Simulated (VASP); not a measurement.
# SnTe (Fm-3m) in VASP: notebook, part 2 of 2

VASP 6.6.1. The steps go on from the part before.

## 3. Single point, r2SCAN

This run uses another cell than the first one, of 33.64 Å³/atom, 1.020 times its volume.

POSCAR reads:

```
SnTe
1.0
    0.0000000000      3.2280764300      3.2280764300
    3.2280764300      0.0000000000      3.2280764300
    3.2280764300      3.2280764300      0.0000000000
Sn Te
1 1
Direct
    0.0000000000      0.0000000000      0.0000000000
    0.5000000000      0.5000000000      0.5000000000
```

INCAR.step1 reads:

```
SYSTEM = SnTe
PREC     = Accurate       ! precision mode
ENCUT    = 520            ! plane-wave cutoff, eV
ISMEAR   = -1             ! smearing method
SIGMA    = 0.1            ! smearing width, eV
LREAL    = .False.        ! projectors in reciprocal space
LASPH    = .True.         ! aspherical terms in the spheres
NELM     = 100            ! most SCF steps
NBANDS   = 17             ! bands
GGA      = PE             ! functional
ALGO     = Normal         ! electronic algorithm
EDIFF    = 1E-4           ! SCF threshold, eV
LWAVE    = .True.         ! write WAVECAR
LCHARG   = .False.        ! write CHGCAR
```

INCAR.step2 reads:

```
SYSTEM = SnTe
PREC     = Accurate       ! precision mode
ENCUT    = 520            ! plane-wave cutoff, eV
EDIFF    = 1E-7           ! SCF threshold, eV
ISMEAR   = -1             ! smearing method
SIGMA    = 0.1            ! smearing width, eV
LREAL    = .False.        ! projectors in reciprocal space
LASPH    = .True.         ! aspherical terms in the spheres
NELM     = 100            ! most SCF steps
ALGO     = Normal         ! electronic algorithm
ISIF     = 2              ! what is computed and relaxed
LWAVE    = .False.        ! write WAVECAR
LCHARG   = .True.         ! write CHGCAR
METAGGA  = R2SCAN         ! meta-GGA
LMIXTAU  = .True.       
LELF     = .True.         ! ELF
LVHAR    = .True.       
NBANDS   = 17             ! bands
ISTART   = 1
```

KPOINTS reads:

```
regular mesh
0
Gamma
  9 9 9
  0 0 0
```

Potentials or basis: VASP PAW PBE potentials, release 64 (Sn_d, Te).

Run with:

```
$ cat potpaw_PBE.64/Sn_d/POTCAR potpaw_PBE.64/Te/POTCAR > POTCAR
$ cp INCAR.step1 INCAR
$ mpirun -np 1 vasp_std > vasp.out
$ cp INCAR.step2 INCAR
$ mpirun -np 1 vasp_std > vasp.out
```

OUTCAR:

```text
SYSTEM = SnTe
   PREC = Accurate
   ENCUT = 520
   EDIFF = 1E-7
   ISMEAR = -1
   LREAL = .False.
   LASPH = .True.
   NELM = 100
   ISIF = 2
   METAGGA = R2SCAN
   ISTART = 1

 ion  position               nearest neighbor table
   1  0.000  0.000  0.000-   2 3.23   2 3.23   2 3.23   2 3.23   2 3.23   2 3.23
   2  0.500  0.500  0.500-   1 3.23   1 3.23   1 3.23   1 3.23   1 3.23   1 3.23

  LATTYP: Found a face centered cubic cell.
 ALAT       =     6.4561528600

  Lattice vectors:

 A1 = (   0.0000000000,   3.2280764300,   3.2280764300)
 A2 = (   3.2280764300,   0.0000000000,   3.2280764300)
 A3 = (   3.2280764300,   3.2280764300,   0.0000000000)

Analysis of symmetry for initial positions (statically):
=====================================================================
 Subroutine PRICEL returns:
 Original cell was already a primitive cell.

 Routine SETGRP: Setting up the symmetry group for a
 face centered cubic supercell.

 Subroutine GETGRP returns: Found 48 space group operations
 (whereof 48 operations were pure point group operations)
 out of a pool of 48 trial point group operations.

The static configuration has the point symmetry O_h .

Analysis of symmetry for dynamics (positions and initial velocities):
=====================================================================
 Subroutine PRICEL returns:
 Original cell was already a primitive cell.

 Routine SETGRP: Setting up the symmetry group for a
 face centered cubic supercell.

 Subroutine GETGRP returns: Found 48 space group operations
 (whereof 48 operations were pure point group operations)
 out of a pool of 48 trial point group operations.

The dynamic configuration has the point symmetry O_h .

 Subroutine INISYM returns: Found 48 space group operations
 (whereof 48 operations are pure point group operations),
 and found     1 'primitive' translations

----------------------------------------------------------------------------------------

                                     Primitive cell

  volume of cell :      67.2762
[... 103 lines left out ...]
   EFERMI =   0.00;   METHOD = LEGACY
   ISMEAR =    -1;   SIGMA  =   0.10  broadening in eV -4-tet -1-fermi 0-gaus
   EFERMI_NEDOS =   21; number of points for ismear=-14 and -15
   IALGO  =     38    algorithm
   IMIX   =      4    mixing-type and parameters
     AMIX     =   0.40;   BMIX     =  1.00
     AMIX_MAG =   1.60;   BMIX_MAG =  1.00
  volume/ion in A,a.u.               =      33.64       227.00
  Fermi-wavevector in a.u.,A,eV,Ry     =   1.092608  2.064730 16.242528  1.193792
  Thomas-Fermi vector in A             =   2.228877
   LORBIT       =      0    0 simple, 1 ext, 2 COOP (PROOUT), +10 PAW based schemes
   METAGGA = R2SCAN    functional components
   LHFCALC =     F    Hartree Fock is set to
   AEXX    =    0.0000 exact exchange contribution
   IVDW    =     0    specifies the selected vdW correction
   LEPSILON=     F    determine dielectric tensor
   LRPA    =     F    only Hartree local field effects (RPA)
 non-spin polarized calculation
  energy-cutoff  :      520.00
  volume of cell :       67.28
 maximum number of plane-waves:      1837
 NGX is ok and might be reduce to    36
   NGX = 17   NGY = 17   NGZ = 17

 number of electron      20.0000005 magnetization

 Free energy of the ion-electron system (eV)
  ---------------------------------------------------
  ext. energy  EPLUGINS =         0.00000000
  ---------------------------------------------------
  free energy    TOTEN  =       -50.67676308 eV

  energy without entropy =      -50.67448045  energy(sigma->0) =      -50.67562176

 E-fermi :   6.1082     XC(G=0):  -9.7217

 val. band max:        5.8689254759   @ k =   0.4444   0.0000   0.0000
 cond. band min:       6.4707355126   @ k =   0.4444   0.0000   0.0000
 fundamental gap:      0.6018100368
 Fermi energy:         6.1081669875

 k-point     1 :       0.0000    0.0000    0.0000
  band No.  band energies     occupation
      1     -16.6147      2.00000
      2     -16.6147      2.00000
      3     -16.6084      2.00000
      4     -16.6084      2.00000
      5     -16.6084      2.00000
      6      -6.8321      2.00000
[... 457 lines left out ...]
      4     -16.6005      2.00000
      5     -16.6004      2.00000
      6      -5.4505      2.00000
[... 9 lines left out ...]
     16      16.4398      0.00000
     17      17.3810      0.00000

 [... further k-points ...]
[... 5 lines left out ...]
  --------------------------------------------------------------------------------------
  -------------------------------------------------------------------------------------
  Total       -0.6905851     -0.6905851     -0.6905851      0.0000000      0.0000000     -0.0000000
  in kB      -16.4462297    -16.4462297    -16.4462297      0.0000000      0.0000000     -0.0000000
  external PRESSURE =     -16.4462297 kB  Pullay stress =       0.0000000 kB

 VOLUME and BASIS-vectors are now :
 -----------------------------------------------------------------------------
  energy-cutoff  :      520.00
  volume of cell :       67.28
      direct lattice vectors                 reciprocal lattice vectors
     0.000000000  3.228076430  3.228076430    -0.154891004  0.154891004  0.154891004
     3.228076430  0.000000000  3.228076430     0.154891004 -0.154891004  0.154891004
     3.228076430  3.228076430  0.000000000     0.154891004  0.154891004 -0.154891004

 POSITION                                       TOTAL-FORCE (eV/Angst)
 -----------------------------------------------------------------------------------
      0.00000      0.00000      0.00000        -0.000000      0.000000      0.000000
      3.22808      3.22808      3.22808         0.000000      0.000000     -0.000000
 -----------------------------------------------------------------------------------
    total drift:                               -0.000000      0.000000      0.000000

  FREE ENERGIE OF THE ION-ELECTRON SYSTEM (eV)
  ---------------------------------------------------
  free  energy   TOTEN  =       -50.6767630777 eV

  energy  without entropy=      -50.6744804505  energy(sigma->0) =      -50.67562176
```

OSZICAR.step1:

```text
N       E                     dE             d eps       ncg     rms          rms(c)
DAV:   1     0.123485090741E+03    0.12349E+03   -0.95207E+03  1199   0.132E+03
DAV:   2     0.410525420827E+01   -0.11938E+03   -0.11624E+03  1287   0.325E+02
DAV:   3    -0.728289131619E+01   -0.11388E+02   -0.11312E+02  1425   0.891E+01
DAV:   4    -0.762363016542E+01   -0.34074E+00   -0.34052E+00  1428   0.161E+01
DAV:   5    -0.763731733174E+01   -0.13687E-01   -0.13686E-01  1730   0.313E+00    0.385E+00
DAV:   6    -0.756116211941E+01    0.76155E-01   -0.18369E-01  1562   0.262E+00    0.241E+00
DAV:   7    -0.756218280276E+01   -0.10207E-02   -0.58535E-02  1396   0.108E+00    0.887E-01
DAV:   8    -0.756325036744E+01   -0.10676E-02   -0.73474E-03  1483   0.683E-01    0.149E-01
DAV:   9    -0.756329842757E+01   -0.48060E-04   -0.91171E-04  1588   0.256E-01
   1 F= -.75632984E+01 E0= -.75618099E+01  d E =-.297697E-02
```

Run time: 2.9 min. Hardware: 1 thread of Intel Xeon Platinum 8259CL at 2.50GHz (Skylake/Cascade Lake), shared host; peak memory 0.24 GiB.

Results:

```
Free energy : -50.6768 eV
Pressure    : -1.6 GPa
```

Levels at points of the mesh, in eV from the Fermi level:
| k point | band 6 | band 7 | band 8 | band 9 | band 10 | band 11 | band 12 | band 13 | band 14 | band 15 |
| --- | --- | --- | --- | --- | --- | --- | --- | --- | --- | --- |
| (0.00, 0.00, 0.00) | -12.94 | -5.02 | -2.26 | -2.26 | -2.26 | 3.29 | 3.29 | 3.29 | 5.12 | 5.12 |

Caveat: this odd mesh misses L, where the gap lies, so gap, dielectric constants and Born charges aren't listed; the PAW data sets were made with another functional, which shifts forces and pressure a little; spin-orbit coupling is left out, which moves the levels of the heavy elements.
